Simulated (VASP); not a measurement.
## Se: single point with PBEsol

Crystal: Se.

```
CELL_PARAMETERS angstrom
-1.41324 1.41324 1.41324
1.41324 -1.41324 1.41324
1.41324 1.41324 -1.41324
ATOMIC_POSITIONS crystal
Se 0.00000 0.00000 0.00000
```

This isn't the form of Se at room conditions, which is trigonal, of chains.

```
Program             : VASP 6.6.1
Task                : single point
Functional          : PBEsol
Potentials or basis : VASP PAW PBE potentials, release 64 (Se)
Cutoff              : 520 eV
k mesh              : 20 × 20 × 20
Occupations         : gaussian, width 0.1 eV
Spin                : no spin polarisation
```

The pressure is 150.6 GPa and the band gap on the k mesh is zero (bands 3 and 4 overlap by 15.63 eV).

Levels at points of the mesh, in eV from the Fermi level:
```
           k point  band 1  band 2  band 3  band 4  band 5  band 6
(0.00, 0.00, 0.00)  -23.74    7.36    7.36    7.36   13.97   13.97
(0.50, 0.00, 0.00)  -15.51  -13.08    0.47    3.92    7.29    7.96
(0.50, 0.50, 0.50)   -7.99   -6.34   -6.34   -6.34    0.32    0.32
```

Run time: 7.5 s on 1 thread of Intel(R) Xeon(R) 6975P-C (Granite Rapids), on a shared host, peak memory 0.13 GiB.

Caveat: the cell stands under pressure; the PAW data sets were made with another functional, which shifts forces and pressure a little.
